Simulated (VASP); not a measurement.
Here is a VASP 6.6.1 calculation.

Contents of INCAR:

```
SYSTEM = N
ALGO = Normal
EDIFF = 1E-6
ENCUT = 520
GGA = PE
ISIF = 2
ISMEAR = -1
LASPH = .True.
LCHARG = .False.
LREAL = .False.
LWAVE = .False.
NBANDS = 18
NELM = 100
PREC = Accurate
SIGMA = 0.02
```

KPOINTS

```
k-points
0
Gamma
  12 12 4
  0 0 0
```

Contents of POSCAR:

```
N
1.0
    3.5804205417      0.0000000000      0.0000000000
   -1.7902102708      3.1007351453      0.0000000000
    0.0000000000      0.0000000000      7.6415144716
N
4
Direct
    0.3333333333      0.6666666667      0.3215707846
    0.3333333333      0.6666666667      0.1784292154
    0.6666666667      0.3333333333      0.8215707846
    0.6666666667      0.3333333333      0.6784292154
```

Potentials or basis: VASP PAW PBE potentials, release 64 (N).

Launch:

```sh
$ cat potpaw_PBE.64/N/POTCAR > POTCAR
$ mpirun -np 1 vasp_std > vasp.out
```

Task: Predict the pressure.

Result: 4.9 GPa.

Task: Estimate the largest force.

Result: 3.131 eV/Å.

Task: Predict the band gap on the k mesh.

Result: 7.03 eV (least direct gap 7.08 eV).

Forces in eV/Å, atoms in the order of the input:
```
N    0.000  0.000  3.131
N    0.000  0.000 -3.131
N    0.000  0.000  3.131
N    0.000  0.000 -3.131
```

Caveat: the standard files for N, O and F lose accuracy on very short bonds; the stress differs along the axes, from 1 to 13 GPa; this functional lacks dispersion, which holds the molecules together, so the pressure and a relaxed volume are unreliable; forces of over 1 eV/Å act on the atoms, so gaps and moduli don't describe the material at rest. A k mesh can miss the band edges.
